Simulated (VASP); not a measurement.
# BN (P2_1/m) in VASP: further runs, part 2 of 2

VASP 6.6.1. Earlier steps stand in the parts before.

## Step 4: Single point, PBE (mode 4 (44.6 1/cm) frozen in, largest displacement +0.120 Å)

Input file INCAR:

```
SYSTEM = BN
PREC = Accurate ; ENCUT = 520
EDIFF = 1E-6 ; ISMEAR = 0
SIGMA = 0.05 ; LREAL = .False.
LASPH = .True. ; NELM = 100
ALGO = Normal ; ISIF = 2
LWAVE = .False. ; LCHARG = .False.
GGA = PE ; NBANDS = 16
```

Input file KPOINTS:

```
regular mesh
0
Gamma
  12 12 4
  0 0 0
```

Input file POSCAR:

```
BN
1.0
    2.5039917043      0.0000000000      0.0000000000
   -1.2519958522      2.1685204268      0.0000000000
    0.0000000000      0.0000000000      6.6612000000
B N
2 2
Direct
    0.3867850314      0.7057960254      0.2500000000
    0.6132149686      0.2942039746      0.7500000000
    0.2799394267      0.6275796142      0.7500000000
    0.7200605733      0.3724203858      0.2500000000
```

Command:

```console
$ cat potpaw_PBE.64/B/POTCAR potpaw_PBE.64/N/POTCAR > POTCAR
$ mpirun -np 1 vasp_std > vasp.out
```

Run time: 1.8 min. Hardware: 1 thread of AMD EPYC 7R43 (Zen 3), shared host; peak memory 0.19 GiB.

Results (log left out):

```
Free energy            : -35.1520 eV
Pressure               : 3.4 GPa
Largest force          : 0.017 eV/Å
Band gap on the k mesh : 3.95 eV, indirect (least direct gap 4.33 eV)
```

Forces in eV/Å, atoms in the order of the input:
```
B   -0.004 -0.007  0.000
B    0.004  0.007  0.000
N    0.015  0.008  0.000
N   -0.015 -0.008  0.000
```

Stress tensor (GPa, compression positive):
```
3.80 0.11 0.00
0.11 3.58 0.00
0.00 0.00 2.84
```

Levels at points of the mesh, in eV from the valence-band top:
```tsv
k point	band 5	band 6	band 7	band 8	band 9	band 10	band 11	band 12
(0.00, 0.00, 0.00)	-1.41	-1.40	-1.38	-1.37	5.16	10.19	11.46	11.50
(0.50, 0.00, 0.00)	-4.22	-4.16	-1.39	-0.69	4.62	5.21	9.48	9.84
(0.00, 0.50, 0.00)	-4.21	-4.16	-1.56	-0.41	3.95	5.77	9.45	9.91
(0.50, 0.50, 0.00)	-4.21	-4.16	-1.53	-0.47	4.11	5.63	9.43	9.93
(0.00, 0.00, 0.50)	-1.39	-1.39	-1.39	-1.39	7.51	7.51	11.53	11.53
(0.50, 0.00, 0.50)	-4.19	-4.19	-0.99	-0.99	4.66	4.66	9.86	9.86
(0.00, 0.50, 0.50)	-4.19	-4.19	-0.99	-0.99	4.66	4.66	9.82	9.82
(0.50, 0.50, 0.50)	-4.19	-4.19	-0.99	-0.99	4.66	4.66	9.83	9.83
```

Caveat: the cell differs from its parent crystal (mode 4 (44.6 1/cm) frozen in, largest displacement +0.120 Å); this functional lacks dispersion, which binds the layers, so the pressure and a relaxed spacing across them are unreliable. A k mesh can miss the band edges.

## Step 5: Single point, PBE (mode 4 (44.6 1/cm) frozen in, largest displacement -0.090 Å)

Input file INCAR:

```
SYSTEM = BN
PREC     = Accurate       ! precision mode
ENCUT    = 520            ! plane-wave cutoff, eV
EDIFF    = 1E-6           ! SCF threshold, eV
ISMEAR   = 0              ! smearing method
SIGMA    = 0.05           ! smearing width, eV
LREAL    = .False.        ! projectors in reciprocal space
LASPH    = .True.         ! aspherical terms in the spheres
NELM     = 80             ! most SCF steps
ALGO     = Normal         ! electronic algorithm
ISIF     = 2              ! what is computed and relaxed
LWAVE    = .False.        ! write WAVECAR
LCHARG   = .False.        ! write CHGCAR
GGA      = PE             ! functional
NBANDS   = 16             ! bands
```

KPOINTS is that of step 4.

Input file POSCAR:

```
BN
1.0
    2.5039917043      0.0000000000      0.0000000000
   -1.2519958522      2.1685204268      0.0000000000
    0.0000000000      0.0000000000      6.6612000000
B N
2 2
Direct
    0.2932445598      0.6373196476      0.2500000000
    0.7067554402      0.3626803524      0.7500000000
    0.3733787633      0.6959819560      0.7500000000
    0.6266212367      0.3040180440      0.2500000000
```

Command:

```console
$ cat potpaw_PBE.64/B/POTCAR potpaw_PBE.64/N/POTCAR > POTCAR
$ mpirun -np 1 vasp_std > vasp.out
```

Run time: 1.8 min. Hardware: 1 thread of AMD EPYC 7R43 (Zen 3), shared host; peak memory 0.19 GiB.

The run converged. Its results:

```yaml
Free_energy: -35.1535 eV
Pressure: 3.4 GPa
Largest_force: 0.008 eV/Å
Band_gap_on_the_k_mesh: 3.95 eV, indirect (least direct gap 4.32 eV)
```

Forces on the atoms (eV/Å):
```
B    0.007  0.005  0.000
B   -0.007 -0.005  0.000
N   -0.002 -0.006  0.000
N    0.002  0.006  0.000
```

Stress tensor (GPa, compression positive):
```
 3.63 -0.09  0.00
-0.09  3.80  0.00
 0.00  0.00  2.77
```

Levels at points of the mesh, in eV from the valence-band top:
| k point | band 5 | band 6 | band 7 | band 8 | band 9 | band 10 | band 11 | band 12 |
| --- | --- | --- | --- | --- | --- | --- | --- | --- |
| (0.00, 0.00, 0.00) | -1.39 | -1.39 | -1.36 | -1.35 | 5.18 | 10.22 | 11.48 | 11.51 |
| (0.50, 0.00, 0.00) | -4.20 | -4.14 | -1.54 | -0.39 | 3.95 | 5.80 | 9.48 | 9.91 |
| (0.00, 0.50, 0.00) | -4.20 | -4.14 | -1.43 | -0.59 | 4.45 | 5.38 | 9.47 | 9.89 |
| (0.50, 0.50, 0.00) | -4.20 | -4.14 | -1.47 | -0.53 | 4.30 | 5.50 | 9.46 | 9.92 |
| (0.00, 0.00, 0.50) | -1.37 | -1.37 | -1.37 | -1.37 | 7.53 | 7.53 | 11.55 | 11.55 |
| (0.50, 0.00, 0.50) | -4.17 | -4.17 | -0.98 | -0.98 | 4.68 | 4.68 | 9.84 | 9.84 |
| (0.00, 0.50, 0.50) | -4.17 | -4.17 | -0.97 | -0.97 | 4.68 | 4.68 | 9.87 | 9.87 |
| (0.50, 0.50, 0.50) | -4.17 | -4.17 | -0.97 | -0.97 | 4.68 | 4.68 | 9.86 | 9.86 |

Caveat: the cell differs from its parent crystal (mode 4 (44.6 1/cm) frozen in, largest displacement -0.090 Å); this functional lacks dispersion, which binds the layers, so the pressure and a relaxed spacing across them are unreliable.

## Step 6: Single point, PBE (mode 4 (44.6 1/cm) frozen in, largest displacement +0.105 Å)

Input file INCAR:

```
PREC = Accurate ; ENCUT = 520
EDIFF = 1E-6 ; ISMEAR = 0
SIGMA = 0.05 ; LREAL = False
LASPH = True ; NELM = 100
ALGO = Normal ; ISIF = 2
LWAVE = False ; LCHARG = True
GGA = PE ; LELF = True
LVHAR = True ; NBANDS = 16
```

Input file KPOINTS:

```
Automatic mesh
0
Gamma
  12 12 4
```

Input file POSCAR:

```
BN
1.0
    2.5039917043      0.0000000000      0.0000000000
   -1.2519958522      2.1685204268      0.0000000000
    0.0000000000      0.0000000000      6.6612000000
B N
2 2
Direct
    0.3801035692      0.7009048556      0.2500000000
    0.6198964308      0.2990951444      0.7500000000
    0.2866136650      0.6324654957      0.7500000000
    0.7133863350      0.3675345043      0.2500000000
```

Potentials or basis: VASP PAW PBE potentials, release 64 (B, N).

Command:

```console
$ cat potpaw_PBE.64/B/POTCAR potpaw_PBE.64/N/POTCAR > POTCAR
$ mpirun -np 1 vasp_std > vasp.out
```

OUTCAR:

```text
PREC = Accurate
   ENCUT = 520
   EDIFF = 1E-6
   ISMEAR = 0
   LREAL = False
   LASPH = True
   NELM = 100
   ISIF = 2
   GGA = PE

 ion  position               nearest neighbor table
   1  0.380  0.701  0.250-   4 1.45   4 1.45   4 1.45
   2  0.620  0.299  0.750-   3 1.45   3 1.45   3 1.45
   3  0.287  0.632  0.750-   2 1.45   2 1.45   2 1.45
   4  0.713  0.368  0.250-   1 1.45   1 1.45   1 1.45

  LATTYP: Found a hexagonal cell.
 ALAT       =     2.5039917043
[... 639 lines left out ...]
      6      -0.7197      2.00000
[... 8 lines left out ...]
     15      16.8182      0.00000
     16      17.6701      0.00000

 [... further k-points ...]
[... 5 lines left out ...]
  --------------------------------------------------------------------------------------
  -------------------------------------------------------------------------------------
  Total        0.8579932      0.8135288      0.6347961      0.0219744      0.0000000      0.0000000
  in kB       38.0054198     36.0358408     28.1187450      0.9733697      0.0000000      0.0000000
  external PRESSURE =      34.0533352 kB  Pullay stress =       0.0000000 kB

 VOLUME and BASIS-vectors are now :
 -----------------------------------------------------------------------------
  energy-cutoff  :      520.00
  volume of cell :       36.17
      direct lattice vectors                 reciprocal lattice vectors
     2.503991704  0.000000000  0.000000000     0.399362345  0.230571958  0.000000000
    -1.251995852  2.168520427  0.000000000     0.000000000  0.461143915  0.000000000
     0.000000000  0.000000000  6.661200000     0.000000000  0.000000000  0.150123101

 POSITION                                       TOTAL-FORCE (eV/Angst)
 -----------------------------------------------------------------------------------
      0.07425      1.51993      1.66530        -0.003772     -0.005835     -0.000000
      1.17775      0.64859      4.99590         0.003772      0.005835      0.000000
     -0.07417      1.37151      4.99590         0.012707      0.007049      0.000000
      1.32616      0.79701      1.66530        -0.012707     -0.007049     -0.000000
 -----------------------------------------------------------------------------------
    total drift:                                0.000000     -0.000000     -0.000000

  FREE ENERGIE OF THE ION-ELECTRON SYSTEM (eV)
  ---------------------------------------------------
  free  energy   TOTEN  =       -35.1526554780 eV

  energy  without entropy=      -35.1526554780  energy(sigma->0) =      -35.15265548
```

OSZICAR:

```text
N       E                     dE             d eps       ncg     rms          rms(c)
DAV:   1     0.487957984980E+02    0.48796E+02   -0.79765E+03  7144   0.921E+02
DAV:   2    -0.354875384787E+02   -0.84283E+02   -0.77175E+02  9840   0.222E+02
DAV:   3    -0.386965412979E+02   -0.32090E+01   -0.31977E+01  9200   0.428E+01
DAV:   4    -0.387171762507E+02   -0.20635E-01   -0.20631E-01  8944   0.379E+00
DAV:   5    -0.387173675171E+02   -0.19127E-03   -0.19126E-03  9008   0.348E-01    0.113E+01
DAV:   6    -0.355087989426E+02    0.32086E+01   -0.51922E+00  9232   0.175E+01    0.505E+00
DAV:   7    -0.352308512994E+02    0.27795E+00   -0.57231E-01  9640   0.551E+00    0.316E+00
DAV:   8    -0.351563670803E+02    0.74484E-01   -0.23459E-01  9392   0.325E+00    0.473E-01
DAV:   9    -0.351516105506E+02    0.47565E-02   -0.15306E-02  8200   0.101E+00    0.196E-01
DAV:  10    -0.351525433600E+02   -0.93281E-03   -0.13394E-03  8264   0.279E-01    0.354E-02
DAV:  11    -0.351526429830E+02   -0.99623E-04   -0.10037E-04  8720   0.807E-02    0.251E-02
DAV:  12    -0.351526553476E+02   -0.12365E-04   -0.29664E-05  7968   0.381E-02    0.285E-03
DAV:  13    -0.351526554780E+02   -0.13044E-06   -0.69027E-07  7856   0.652E-03
   1 F= -.35152655E+02 E0= -.35152655E+02  d E =-.112956E-18
```

stdout:

```text
POSCAR found type information on POSCAR B N
 POSCAR found :  2 types and       4 ions
 scaLAPACK will be used
 LDA part: xc-table for (Slater+PW92), standard interpolation
 POSCAR, INCAR and KPOINTS ok, starting setup
 FFT: planning ... GRIDC
 FFT: planning ... GRID_SOFT
 FFT: planning ... GRID
 WAVECAR not read
 entering main loop
```

Run time: 1.8 min. Hardware: 1 thread of AMD EPYC 7R43 (Zen 3), shared host; peak memory 0.19 GiB.

What came out:

- Free energy: -35.1527 eV
- Pressure: 3.4 GPa
- Largest force: 0.015 eV/Å
- Band gap on the k mesh: 3.99 eV, indirect (least direct gap 4.37 eV)

Forces in eV/Å, atoms in the order of the input:
```
B   -0.004 -0.006  0.000
B    0.004  0.006  0.000
N    0.013  0.007  0.000
N   -0.013 -0.007  0.000
```

Caveat: the cell differs from its parent crystal (mode 4 (44.6 1/cm) frozen in, largest displacement +0.105 Å); this functional lacks dispersion, which binds the layers, so the pressure and a relaxed spacing across them are unreliable.
